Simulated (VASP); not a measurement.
# SrCl2 (Fm-3m) in VASP: notebook

SrCl2 is run at these levels: r2SCAN; tasks: relaxation of cell and atoms.

Program: VASP 6.6.1. These are calculated values, not measurements. Logs are shortened: lines on timing, memory, paths and dates and some standing lists are left out, and cuts for length are marked.

### Step 1. The cell of the first run

The structure is cubic, space group Fm-3m (No. 225). The conventional cell has a = 6.576 Å, b = 6.576 Å, c = 6.576 Å, α = 90.00°, β = 90.00°, γ = 90.00°. Sr (site symmetry m-3m) has 8 Cl at 2.85 Å within 3.8 Å. Within 3.8 Å of Cl (site symmetry -43m) lie 4 Sr at 2.85 Å and 6 Cl at 3.29 Å.

### Step 2. Relaxation of cell and atoms, r2SCAN, target pressure 10 GPa, at which the enthalpy is minimised

POSCAR

```
SrCl2
1.0
    0.0000000000      3.2880613688      3.2880613688
    3.2880613688      0.0000000000      3.2880613688
    3.2880613688      3.2880613688      0.0000000000
Sr Cl
1 2
Direct
    0.0000000000      0.0000000000      0.0000000000
    0.2500000000      0.2500000000      0.2500000000
    0.7500000000      0.7500000000      0.7500000000
```

INCAR.step1

```
SYSTEM = SrCl2
ALGO     = Normal         ! electronic algorithm
EDIFF    = 1E-4           ! SCF threshold, eV
ENCUT    = 600            ! plane-wave cutoff, eV
GGA      = PE             ! functional
ISMEAR   = 0              ! smearing method
LASPH    = .TRUE.         ! aspherical terms in the spheres
LCHARG   = .FALSE.        ! write CHGCAR
LREAL    = .FALSE.        ! projectors in reciprocal space
LWAVE    = .TRUE.         ! write WAVECAR
NELM     = 100            ! most SCF steps
PREC     = Accurate       ! precision mode
SIGMA    = 0.02           ! smearing width, eV
```

INCAR.step2

```
SYSTEM = SrCl2
ALGO     = Normal         ! electronic algorithm
EDIFF    = 1E-6           ! SCF threshold, eV
EDIFFG   = -0.008         ! ionic threshold
ENCUT    = 600            ! plane-wave cutoff, eV
IBRION   = 2              ! ionic algorithm
ISIF     = 3              ! what is computed and relaxed
ISMEAR   = 0              ! smearing method
ISTART   = 1            
LASPH    = .TRUE.         ! aspherical terms in the spheres
LCHARG   = .FALSE.        ! write CHGCAR
LMIXTAU  = .TRUE.       
LREAL    = .FALSE.        ! projectors in reciprocal space
LWAVE    = .FALSE.        ! write WAVECAR
METAGGA  = R2SCAN         ! meta-GGA
NELM     = 100            ! most SCF steps
NSW      = 70             ! ionic steps
PREC     = Accurate       ! precision mode
PSTRESS  = 100.0        
SIGMA    = 0.02           ! smearing width, eV
```

KPOINTS

```
k-points
0
G
  6 6 6
  0 0 0
```

Potentials or basis: VASP PAW PBE potentials, release 64 (Sr_sv, Cl).

On the command line:

```bash
$ cat potpaw_PBE.64/Sr_sv/POTCAR potpaw_PBE.64/Cl/POTCAR > POTCAR
$ cp INCAR.step1 INCAR
$ mpirun -np 1 vasp_std > vasp.out
$ cp INCAR.step2 INCAR
$ mpirun -np 1 vasp_std > vasp.out
```

OUTCAR:

```text
SYSTEM = SrCl2
   EDIFF = 1E-6
   EDIFFG = -0.008
   ENCUT = 600
   IBRION = 2
   ISIF = 3
   ISMEAR = 0
   ISTART = 1
   LASPH = .TRUE.
   LREAL = .FALSE.
   METAGGA = R2SCAN
   NELM = 100
   NSW = 70
   PREC = Accurate
   PSTRESS = 100.0

 ion  position               nearest neighbor table
   1  0.000  0.000  0.000-   3 2.85   3 2.85   3 2.85   2 2.85   3 2.85   2 2.85   2 2.85   2 2.85

   2  0.250  0.250  0.250-   1 2.85   1 2.85   1 2.85   1 2.85
   3  0.750  0.750  0.750-   1 2.85   1 2.85   1 2.85   1 2.85

  LATTYP: Found a face centered cubic cell.
 ALAT       =     6.5761227376

  Lattice vectors:

 A1 = (   0.0000000000,   3.2880613688,   3.2880613688)
 A2 = (   3.2880613688,   0.0000000000,   3.2880613688)
 A3 = (   3.2880613688,   3.2880613688,   0.0000000000)

Analysis of symmetry for initial positions (statically):
=====================================================================
 Subroutine PRICEL returns:
 Original cell was already a primitive cell.

 Routine SETGRP: Setting up the symmetry group for a
 face centered cubic supercell.

 Subroutine GETGRP returns: Found 48 space group operations
 (whereof 48 operations were pure point group operations)
 out of a pool of 48 trial point group operations.

The static configuration has the point symmetry O_h .

Analysis of symmetry for dynamics (positions and initial velocities):
=====================================================================
 Subroutine PRICEL returns:
 Original cell was already a primitive cell.

 Routine SETGRP: Setting up the symmetry group for a
 face centered cubic supercell.

 Subroutine GETGRP returns: Found 48 space group operations
 (whereof 48 operations were pure point group operations)
 out of a pool of 48 trial point group operations.

The dynamic configuration has the point symmetry O_h .

 Subroutine INISYM returns: Found 48 space group operations
 (whereof 48 operations are pure point group operations),
 and found     1 'primitive' translations

----------------------------------------------------------------------------------------

                                     Primitive cell

  volume of cell :      71.0967

  direct lattice vectors                    reciprocal lattice vectors
     0.000000000  3.288061369  3.288061369    -0.152065288  0.152065288  0.152065288
     3.288061369  0.000000000  3.288061369     0.152065288 -0.152065288  0.152065288
     3.288061369  3.288061369  0.000000000     0.152065288  0.152065288 -0.152065288

  length of vectors
     4.650020982  4.650020982  4.650020982     0.263384805  0.263384805  0.263384805

  position of ions in fractional coordinates (direct lattice)
     0.000000000  0.000000000  0.000000000
     0.250000000  0.250000000  0.250000000
     0.750000000  0.750000000  0.750000000

  ion indices of the primitive-cell ions
   primitive index   ion index
                 1           1
                 2           2
                 3           3

----------------------------------------------------------------------------------------

 KPOINTS: k-points

Automatic generation of k-mesh.
 Grid dimensions read from file:
 generate k-points for:    6    6    6

 Generating k-lattice:

  Cartesian coordinates                     Fractional coordinates (reciprocal lattice)
    -0.025344215  0.025344215  0.025344215     0.166666667  0.000000000  0.000000000
     0.025344215 -0.025344215  0.025344215     0.000000000  0.166666667  0.000000000
     0.025344215  0.025344215 -0.025344215     0.000000000  0.000000000  0.166666667

  Length of vectors
     0.043897468  0.043897468  0.043897468

  Shift w.r.t. Gamma in fractional coordinates (k-lattice)
     0.000000000  0.000000000  0.000000000

 Subroutine IBZKPT returns following result:
 ===========================================

 Found     16 irreducible k-points:

 Following reciprocal coordinates:
            Coordinates               Weight
  0.000000  0.000000  0.000000      1.000000
  0.166667  0.000000  0.000000      8.000000
  0.333333  0.000000  0.000000      8.000000
  0.500000  0.000000  0.000000      4.000000
  0.166667  0.166667  0.000000      6.000000
  0.333333  0.166667  0.000000     24.000000
[... 8 lines left out ...]
 -0.333333  0.333333  0.166667     24.000000
 -0.333333  0.500000  0.166667     12.000000
   k-points           NKPTS =     16   k-points in BZ     NKDIM =     16   number of bands    NBANDS=     16
   number of dos      NEDOS =    301   number of ions     NIONS =      3
   total plane-waves  NPLWV =  64000
   dimension x,y,z NGX =    40 NGY =   40 NGZ =   40
   dimension x,y,z NGXF=    80 NGYF=   80 NGZF=   80
   ions per type =               1   2
   NGX,Y,Z   is equivalent  to a cutoff of  14.30, 14.30, 14.30 a.u.
   NGXF,Y,Z  is equivalent  to a cutoff of  28.60, 28.60, 28.60 a.u.
 SYSTEM =  SrCl2
   PREC   = accura    normal or accurate (medium, high low for compatibility)
   ISTART =      1    job   : 0-new  1-cont  2-samecut
   ICHARG =      0    charge: 1-file 2-atom 10-const
   ISPIN  =      1    spin polarized calculation?
   LNONCOLLINEAR =      F non collinear calculations
   LSORBIT =      F    spin-orbit coupling
   LASPH  =      T    aspherical Exc in radial PAW
   ENCUT  =  600.0 eV  44.10 Ry    6.64 a.u.   9.29  9.29  9.29*2*pi/ulx,y,z
   NELM   =    100;   NELMIN=  2; NELMDL=  0     # of ELM steps
   EDIFF  = 0.1E-05   stopping-criterion for ELM
   LREAL  =      F    real-space projection
   EDIFFG = -.8E-02   stopping-criterion for IOM
   NSW    =     70    number of steps for IOM
   IBRION =      2    ionic relax: 0-MD 1-quasi-New 2-CG
   NFREE  =      1    steps in history (QN), initial steepest desc. (CG)
   ISIF   =      3    stress and relaxation
   ISYM   =      2    0-nonsym 1-usesym 2-fastsym
   POTIM  = 0.5000    time-step for ionic-motion
   TEBEG  =    0.0;   TEEND  =   0.0 temperature during run
   PSTRESS=  100.0 pullay stress
   NELECT =      24.0000    total number of electrons
   NUPDOWN=      -1.0000    fix difference up-down
   EMIN   =  10.00;   EMAX   =-10.00  energy-range for DOS
   EFERMI =   0.00;   METHOD = LEGACY
   ISMEAR =     0;   SIGMA  =   0.02  broadening in eV -4-tet -1-fermi 0-gaus
   EFERMI_NEDOS =   21; number of points for ismear=-14 and -15
   IALGO  =     38    algorithm
   IMIX   =      4    mixing-type and parameters
     AMIX     =   0.40;   BMIX     =  1.00
     AMIX_MAG =   1.60;   BMIX_MAG =  1.00
  volume/ion in A,a.u.               =      23.70       159.93
  Fermi-wavevector in a.u.,A,eV,Ry     =   1.139888  2.154075 17.678642  1.299344
  Thomas-Fermi vector in A             =   2.276590
   LORBIT       =      0    0 simple, 1 ext, 2 COOP (PROOUT), +10 PAW based schemes
   METAGGA = R2SCAN    functional components
   LHFCALC =     F    Hartree Fock is set to
   AEXX    =    0.0000 exact exchange contribution
   IVDW    =     0    specifies the selected vdW correction
   LEPSILON=     F    determine dielectric tensor
   LRPA    =     F    only Hartree local field effects (RPA)
 conjugate gradient relaxation of ions
 non-spin polarized calculation
 Gauss-broadening in eV      SIGMA  =   0.02
  energy-cutoff  :      600.00
  volume of cell :       71.10
 maximum number of plane-waves:      2421
 NGX is ok and might be reduce to    40
   NGX = 19   NGY = 19   NGZ = 19

--------------------------------------- Ionic step        1  -------------------------------------------

 number of electron      24.0000002 magnetization

 Free energy of the ion-electron system (eV)
  ---------------------------------------------------
  ext. energy  EPLUGINS =         0.00000000
  ---------------------------------------------------
  free energy    TOTEN  =       -35.28301390 eV

  energy without entropy =      -35.28301390  energy(sigma->0) =      -35.28301390

 E-fermi :   1.2888     XC(G=0):  -9.6181

 val. band max:        1.0921729489   @ k =   0.5000   0.5000   0.0000
 cond. band min:       6.9179472334   @ k =   0.5000   0.5000   0.0000
 fundamental gap:      5.8257742845
 Fermi energy:         1.2888453712

 k-point     1 :       0.0000    0.0000    0.0000
  band No.  band energies     occupation
      1     -32.3489      2.00000
      2     -13.8105      2.00000
      3     -13.8104      2.00000
      4     -13.8104      2.00000
      5     -13.4398      2.00000
      6     -12.1341      2.00000
[... 8 lines left out ...]
     15       7.7475      0.00000
     16      11.0034      0.00000

 k-point     2 :       0.1667    0.0000    0.0000
  band No.  band energies     occupation
      1     -32.3463      2.00000
      2     -14.2126      2.00000
      3     -13.8188      2.00000
      4     -13.8188      2.00000
      5     -12.9618      2.00000
      6     -12.2127      2.00000
[... 8 lines left out ...]
     15       8.3244      0.00000
     16      10.0964      0.00000
[... 325 lines left out ...]
 POSITION                                       TOTAL-FORCE (eV/Angst)
 -----------------------------------------------------------------------------------
      3.30563      3.30563     -0.00000        -0.000000     -0.000000     -0.000000
      1.65281      1.65281      1.65281         0.000000      0.000000      0.000000
      4.95844      4.95844      4.95844        -0.000000     -0.000000     -0.000000
 -----------------------------------------------------------------------------------
    total drift:                               -0.000000     -0.000000      0.000000

  FREE ENERGIE OF THE ION-ELECTRON SYSTEM (eV)
  ---------------------------------------------------
  free  energy   TOTEN  =       -35.3552900255 eV

  energy  without entropy=      -35.3552900255  energy(sigma->0) =      -35.35529003

  enthalpy is  TOTEN    =       -30.8462772252 eV   P V=        4.5090128003

--------------------------------------- Ionic step        3  -------------------------------------------

 number of electron      24.0000003 magnetization

 Free energy of the ion-electron system (eV)
  ---------------------------------------------------
  ext. energy  EPLUGINS =         0.00000000
  ---------------------------------------------------
  free energy    TOTEN  =       -35.32633542 eV

  energy without entropy =      -35.32633542  energy(sigma->0) =      -35.32633542

 E-fermi :   1.1956     XC(G=0):  -9.5717

 val. band max:        1.0152533225   @ k =   0.5000   0.5000   0.0000
 cond. band min:       6.8530779118   @ k =   0.5000   0.5000   0.0000
 fundamental gap:      5.8378245893
 Fermi energy:         1.1955635221

 k-point     1 :       0.0000    0.0000    0.0000
  band No.  band energies     occupation
      1     -32.4484      2.00000
      2     -13.9044      2.00000
      3     -13.9044      2.00000
      4     -13.9044      2.00000
      5     -13.4784      2.00000
      6     -12.1987      2.00000
[... 8 lines left out ...]
     15       7.6333      0.00000
     16      10.9119      0.00000

 k-point     2 :       0.1667    0.0000    0.0000
  band No.  band energies     occupation
      1     -32.4459      2.00000
      2     -14.2795      2.00000
      3     -13.9124      2.00000
      4     -13.9124      2.00000
      5     -13.0274      2.00000
      6     -12.2766      2.00000
[... 8 lines left out ...]
     15       8.2126      0.00000
     16      10.0016      0.00000
[... 277 lines left out ...]
 VOLUME and BASIS-vectors are now :
 -----------------------------------------------------------------------------
  energy-cutoff  :      600.00
  volume of cell :       71.77
      direct lattice vectors                 reciprocal lattice vectors
     0.000000000  3.298347193  3.298347193    -0.151591076  0.151591076  0.151591076
     3.298347193 -0.000000000  3.298347193     0.151591076 -0.151591076  0.151591076
     3.298347193  3.298347193 -0.000000000     0.151591076  0.151591076 -0.151591076

 POSITION                                       TOTAL-FORCE (eV/Angst)
 -----------------------------------------------------------------------------------
      0.00000      0.00000      0.00000         0.000000     -0.000000      0.000000
      1.64917      1.64917      1.64917         0.000000      0.000000     -0.000000
      4.94752      4.94752      4.94752        -0.000000     -0.000000      0.000000
 -----------------------------------------------------------------------------------
    total drift:                               -0.000000     -0.000000      0.000000

  FREE ENERGIE OF THE ION-ELECTRON SYSTEM (eV)
  ---------------------------------------------------
  free  energy   TOTEN  =       -35.3263354224 eV

  energy  without entropy=      -35.3263354224  energy(sigma->0) =      -35.32633542

  enthalpy is  TOTEN    =       -30.8470522429 eV   P V=        4.4792831795

 reached required accuracy - stopping structural energy minimisation
```

It took 2.1 min on 1 thread of Intel Xeon 6975P-C (Granite Rapids), shared host; peak memory 0.27 GiB.

Results:

```
Free energy                                            : -35.3263 eV
Relaxed volume                                         : 23.92 Å³/atom
Relaxed cell                                           : a = 4.665 Å, b = 4.665 Å, c = 4.665 Å, α = 60.00°, β = 60.00°, γ = 60.00°
Space group after relaxing (to 0.05 Å)                 : Fm-3m (No. 225)
Energy change on relaxing (the enthalpy is what falls) : -14.4 meV/atom
Ionic steps                                            : 3
Pressure after relaxing                                : 10.0 GPa
Band gap on the k mesh                                 : 5.84 eV, direct
```

The path:
```csv
step,energy change (eV),largest force (eV/Å),pressure (GPa),volume (Å³)
1,0.0000,0.0000,10.75,71.10
2,-0.0723,0.0000,9.48,72.24
3,-0.0433,0.0000,10.01,71.77
```

Final structure:
```xyz
3
Lattice="0.0000 3.2983 3.2983 3.2983 0.0000 3.2983 3.2983 3.2983 0.0000" Properties=species:S:1:pos:R:3 pbc="T T T"
Sr    0.0000    0.0000    0.0000
Cl    1.6492    1.6492    1.6492
Cl    4.9475    4.9475    4.9475
```

Caveat: the cell is relaxed towards a set pressure, so the enthalpy falls and the energy may rise; the PAW data sets were made with another functional, which shifts forces and pressure a little. Zero-point motion and thermal expansion aren't in these numbers.

(Part 1 of 2 ends here.)
